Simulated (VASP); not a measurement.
A run of VASP 6.6.1 is set up as follows.

The input INCAR:

```
SYSTEM = Si5W3
PREC     = Accurate       ! precision mode
ENCUT    = 520            ! plane-wave cutoff, eV
EDIFF    = 1E-6           ! SCF threshold, eV
ISMEAR   = -1             ! smearing method
SIGMA    = 0.1224         ! smearing width, eV
LREAL    = Auto         
LASPH    = .TRUE.         ! aspherical terms in the spheres
NELM     = 80             ! most SCF steps
ALGO     = Normal         ! electronic algorithm
ISIF     = 2              ! what is computed and relaxed
LWAVE    = .FALSE.        ! write WAVECAR
LCHARG   = .FALSE.        ! write CHGCAR
GGA      = PE             ! functional
ISYM     = 0            
NBANDS   = 111            ! bands
```

Contents of KPOINTS:

```
Automatic mesh
0
Gamma
  1 1 1
  0.25 0.25 0.25
```

File POSCAR:

```
Si5W3
1.0
    7.2041990000     -0.0818820000      0.0070510000
   -0.0818820000      7.4902340000      0.1623590000
    0.0070510000      0.1623590000      7.4951860000
Si W
15 9
Direct
    0.6876665437      0.8630999816      0.2794959609
    0.0567191868      0.7174611019      0.8300725033
    0.1569373915      0.7305171929      0.5559508988
    0.1683930060      0.1548975628      0.3743578408
    0.9396129779      0.0728088454      0.8083758852
    0.5656994239      0.6345139927      0.0546093447
    0.3640687895      0.8790952999      0.3469113264
    0.5660499081      0.9009417926      0.6912117689
    0.4427984584      0.9952951597      0.9569631362
   -0.0208238056      0.8876921120      0.1120188378
    0.2724352912      0.2766671518      1.0358824526
    0.6201805396      0.2782592859      0.0708273561
    0.1399062176      0.4561499886      0.4845043826
    0.6773238635      0.5806619394      0.7259765798
    0.9062215443      0.3526332025      0.2083347975
    0.2166504503      0.6018803370      0.0990225870
    0.4808515060      0.5483157425      0.3553043941
    0.9426350851      0.9606605696      0.4663269985
    0.3460879454      0.5227516686      0.7690429958
    0.8473482989      0.6040110438      0.4657303659
    0.9509236453      0.3992339820      0.8431290174
    0.6580357105      0.2464412932      0.7078284953
    0.2678276293      0.1990274801      0.6860344286
    0.5033929515      0.1903262129      0.3828241758
```

Potentials or basis: VASP PAW PBE potentials, release 64 (Si, W_sv).

Run with:

```console
$ cat potpaw_PBE.64/Si/POTCAR potpaw_PBE.64/W_sv/POTCAR > POTCAR
$ mpirun -np 1 vasp_std > vasp.out
```

Predict the pressure.

-0.6 GPa.

What does it give for the largest force?

3.269 eV/Å.

Forces in eV/Å, atoms in the order of the input:
```
Si  -0.647 -0.306 -0.716
Si  -1.274  0.989  2.207
Si   2.215  1.983 -1.360
Si   1.520  1.030 -2.008
Si   0.571 -1.258  0.190
Si   0.547  0.213 -1.733
Si  -0.912 -0.025  0.020
Si   0.082  0.567 -1.684
Si  -0.457  0.469  0.102
Si   0.498 -0.385  0.098
Si  -0.443 -0.067  0.113
Si   0.489  0.629 -0.929
Si   0.300 -3.029 -0.426
Si  -0.646  0.437  1.892
Si   0.460  0.724  0.625
W   -0.873  0.969  0.669
W   -0.021  0.392  1.380
W   -2.059 -0.892  2.290
W   -0.766  0.266  0.716
W    0.330  0.074 -2.294
W    0.968  0.078  0.854
W   -1.899 -0.932 -0.353
W   -0.221  0.160  0.741
W    2.239 -2.088 -0.393
```

Caveat: the k points lie up to 0.87 Å⁻¹ apart, too coarse for converged energies, forces and pressures; the atoms stand as in a frame of molecular dynamics.
